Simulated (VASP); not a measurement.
Crystal: InSbH6.

```
In Sb H
1.0
     4.25640    0.00000    0.00000
     0.00000    2.85520    4.63496
     0.00000   -2.85520    4.63496
In Sb H
1 1 6
Direct
  0.50000 0.59944 0.59944
  0.00000 0.90196 0.90196
  0.00000 0.93478 0.38498
  0.00000 0.38498 0.93478
  0.00000 0.41386 0.41386
  0.50000 0.57023 0.11325
  0.50000 0.11325 0.57023
  0.50000 0.08152 0.08152
```

| Property | Result |
| --- | --- |
| Program | VASP 6.6.1 |
| Task | relaxation of cell and atoms |
| Functional | PBEsol |
| Potentials or basis | VASP PAW PBE potentials, release 64 (In_d, Sb, H) |
| Cutoff | 600 eV |
| k mesh | 6 × 4 × 4 |
| Occupations | fermi-dirac, width 0.03 eV |
| Spin | no spin polarisation |

At the start: pressure -13.7 GPa; volume 14.08 Å³/atom.

Question: How do energy, volume and symmetry change on relaxing?

Answer: Over 50 steps the energy falls by 629.8 meV/atom and the volume is 10.74 Å³/atom (-23.7 %); space group Amm2 (No. 38, to 0.05 Å).

Step by step:
```csv
step,energy change (eV),largest force (eV/Å),pressure (GPa),volume (Å³)
1,0.0000,0.6799,-13.69,112.66
3,-0.4332,1.0464,56.76,50.90
5,-2.9715,1.0833,4.13,68.04
7,-2.9881,1.0858,1.92,69.65
9,-3.2325,0.3109,4.29,68.70
11,-3.2518,0.4581,5.29,68.39
13,-3.6894,0.9223,2.77,76.58
15,-3.9844,0.4826,-3.23,85.57
17,-4.1493,0.3898,2.28,83.15
19,-4.2249,0.6111,2.16,86.90
21,-4.3081,0.4512,-1.96,92.22
23,-4.4398,0.3969,-0.83,92.03
25,-4.7080,0.5008,2.97,85.20
27,-4.8321,0.4940,1.47,84.81
29,-4.8449,0.4904,1.02,84.65
31,-4.9314,0.3561,-1.03,86.12
33,-4.9632,0.2927,-0.93,85.78
35,-5.0056,0.2168,1.12,83.68
37,-5.0242,0.1665,0.05,84.87
39,-5.0295,0.0799,-0.20,85.36
41,-5.0344,0.0517,0.09,85.33
43,-5.0367,0.0456,-0.02,85.58
45,-5.0378,0.0333,0.05,85.71
47,-5.0381,0.0124,0.05,85.75
49,-5.0381,0.0101,0.00,85.82
50,-5.0381,0.0092,-0.05,85.91
```

Final structure:
```cif
data_structure
_symmetry_space_group_name_H-M 'P 1'
_symmetry_Int_Tables_number 1
_cell_length_a 3.2682
_cell_length_b 5.2486
_cell_length_c 5.2486
_cell_angle_alpha 72.587
_cell_angle_beta 90.000
_cell_angle_gamma 90.000
_cell_volume 85.91
loop_
_atom_site_label
_atom_site_type_symbol
_atom_site_fract_x
_atom_site_fract_y
_atom_site_fract_z
_atom_site_occupancy
In1 In 0.50000 0.47862 0.47862 1
Sb1 Sb 0.00000 0.00578 0.00578 1
H1 H 0.00000 0.82756 0.39715 1
H2 H 0.00000 0.39715 0.82756 1
H3 H 0.00000 0.35392 0.35392 1
H4 H 0.50000 0.71122 0.09220 1
H5 H 0.50000 0.09220 0.71122 1
H6 H 0.50000 0.13355 0.13355 1
```

Caveat: the volume moved by over 15 % at a fixed basis, so the end points are rough; the PAW data sets were made with another functional, which shifts forces and pressure a little.
